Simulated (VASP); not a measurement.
Si4IrPt:

```xyz
6
Lattice="3.4749 0.0000 0.0000 -1.7374 3.0093 0.0000 0.0000 0.0000 7.2235" Properties=species:S:1:pos:R:3 pbc="T T T"
Si    0.0000    2.0062    5.3690
Si    0.0000    2.0062    1.8545
Si    1.7374    1.0031    5.3690
Si    1.7374    1.0031    1.8545
Ir    0.0000    0.0000    3.6118
Pt    0.0000    0.0000    0.0000
```

* Program: VASP 6.6.1
* Task: relaxation of cell and atoms
* Functional: PBE
* Potentials or basis: VASP PAW PBE potentials, release 64 (Si, Ir, Pt)
* Cutoff: 600 eV
* k mesh: 6 × 6 × 4
* Occupations: gaussian, width 0.1 eV
* Spin: no spin polarisation

At the start: pressure 62.1 GPa; volume 12.59 Å³/atom.

Question: How do energy, volume and symmetry change on relaxing?

Answer: Over 23 steps the energy falls by 886.6 meV/atom and the volume is 14.62 Å³/atom (+16.1 %); space group P6/mmm (No. 191, to 0.05 Å).

Step by step:
```
step  energy change (eV)  largest force (eV/Å)  pressure (GPa)  volume (Å³)
   1              0.0000                0.1057           62.13        75.54
   2              0.1088                0.2663          -21.02       139.80
   3             -4.2316                0.2180           -7.29        99.66
   4             -4.2742                0.2078           -5.01        97.77
   5             -4.2830                0.2027           -3.16        96.45
   6             -4.2822                0.2041           -3.82        96.89
   7             -4.5667                0.1357           -1.74        93.59
   8             -4.7286                0.0725            1.60        90.31
   9             -4.9379                0.0186           11.28        83.38
  10             -5.0591                0.0111            9.20        83.76
  11             -5.1914                0.1288            7.01        84.35
  12             -5.1101                0.5920            6.52        84.97
  13             -5.2567                0.1492            6.19        84.65
  14             -5.2503                0.2878            5.87        84.78
  15             -5.2578                0.2157            5.99        84.73
  16             -5.3002                0.1143            3.22        86.08
  17             -5.3134                0.0339            0.66        87.48
  18             -5.3135                0.0368            0.76        87.43
  19             -5.3159                0.0421            0.51        87.55
  20             -5.3187                0.0594           -0.08        87.84
  21             -5.3187                0.0602           -0.10        87.86
  22             -5.3190                0.0548           -0.05        87.82
  23             -5.3196                0.0390            0.08        87.72
```

Final structure:
```yaml
crystal:
  lattice:
    - [4.27230, 0.00000, 0.00000]
    - [-2.13615, 3.69992, 0.00000]
    - [0.00000, 0.00000, 5.54922]
  atoms:
    - { symbol: Si, position: [0.33333, 0.66667, 0.73752] }
    - { symbol: Si, position: [0.33333, 0.66667, 0.26248] }
    - { symbol: Si, position: [0.66667, 0.33333, 0.73752] }
    - { symbol: Si, position: [0.66667, 0.33333, 0.26248] }
    - { symbol: Ir, position: [0.00000, 0.00000, 0.50000] }
    - { symbol: Pt, position: [0.00000, 0.00000, 0.00000] }
```

Caveat: the volume moved by over 15 % at a fixed basis, so the end points are rough.
